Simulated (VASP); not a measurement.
Wanted: the native input for a VASP 6.6.1 run.

| Property | Result |
| --- | --- |
| Task | single point |
| Functional | r2SCAN |
| Potentials or basis | VASP PAW PBE potentials, release 64 (C, O) |
| Cutoff | 520 eV |
| k mesh | 6 × 6 × 6 |
| Occupations | gaussian, width 0.02 eV |
| Spin | no spin polarisation |
| Dipole correction | no |
| Further INCAR settings | ALGO = Normal; EDIFF = 1e-06; NBANDS = 25 |

The system is CO2.

```
C O
1.0
     4.36358    0.00000    0.00000
     0.00000    4.36358    0.00000
     0.00000    0.00000    4.64574
C O
2 4
Direct
  0.50000 0.50000 0.50000
  0.00000 0.00000 0.00000
  0.31197 0.68803 0.50000
  0.68803 0.31197 0.50000
  0.18803 0.18803 0.00000
  0.81197 0.81197 0.00000
```

One way to write it, as run:

POSCAR

```
CO2
1.0
    4.3635805232      0.0000000000      0.0000000000
    0.0000000000      4.3635805232      0.0000000000
    0.0000000000      0.0000000000      4.6457402188
C O
2 4
Direct
    0.5000000000      0.5000000000      0.5000000000
    0.0000000000      0.0000000000      0.0000000000
    0.3119733953      0.6880266047      0.5000000000
    0.6880266047      0.3119733953      0.5000000000
    0.1880266047      0.1880266047      0.0000000000
    0.8119733953      0.8119733953      0.0000000000
```

INCAR.step1

```
PREC     = Accurate       # precision mode
ENCUT    = 520            # plane-wave cutoff, eV
ISMEAR   = 0              # smearing method
SIGMA    = 0.02           # smearing width, eV
LREAL    = False          # projectors in reciprocal space
LASPH    = True           # aspherical terms in the spheres
NELM     = 100            # most SCF steps
NBANDS   = 25             # bands
GGA      = PE             # functional
ALGO     = Normal         # electronic algorithm
EDIFF    = 1E-4           # SCF threshold, eV
LWAVE    = True           # write WAVECAR
LCHARG   = False          # write CHGCAR
```

INCAR.step2

```
PREC     = Accurate       # precision mode
ENCUT    = 520            # plane-wave cutoff, eV
EDIFF    = 1E-6           # SCF threshold, eV
ISMEAR   = 0              # smearing method
SIGMA    = 0.02           # smearing width, eV
LREAL    = False          # projectors in reciprocal space
LASPH    = True           # aspherical terms in the spheres
NELM     = 100            # most SCF steps
ALGO     = Normal         # electronic algorithm
ISIF     = 2              # what is computed and relaxed
LWAVE    = False          # write WAVECAR
LCHARG   = False          # write CHGCAR
METAGGA  = R2SCAN         # meta-GGA
LMIXTAU  = True         
NBANDS   = 25             # bands
ISTART   = 1
```

KPOINTS

```
regular mesh
0
Gamma
  6 6 6
```

Potentials or basis: VASP PAW PBE potentials, release 64 (C, O).

Launch:

```bash
$ cat potpaw_PBE.64/C/POTCAR potpaw_PBE.64/O/POTCAR > POTCAR
$ cp INCAR.step1 INCAR
$ mpirun -np 1 vasp_std > vasp.out
$ cp INCAR.step2 INCAR
$ mpirun -np 1 vasp_std > vasp.out
```

Results of the run:

| Item | Value |
| --- | --- |
| Pressure | 1.9 GPa |
| Largest force | 0.789 eV/Å |
| Band gap on the k mesh | 7.27 eV, indirect (least direct gap 7.64 eV) |

Caveat: the PAW data sets were made with another functional, which shifts forces and pressure a little.

Wall time 4.8 min on 1 thread of Oxide Virtual Turin-like Processor, on a shared host, peak memory 0.19 GiB.
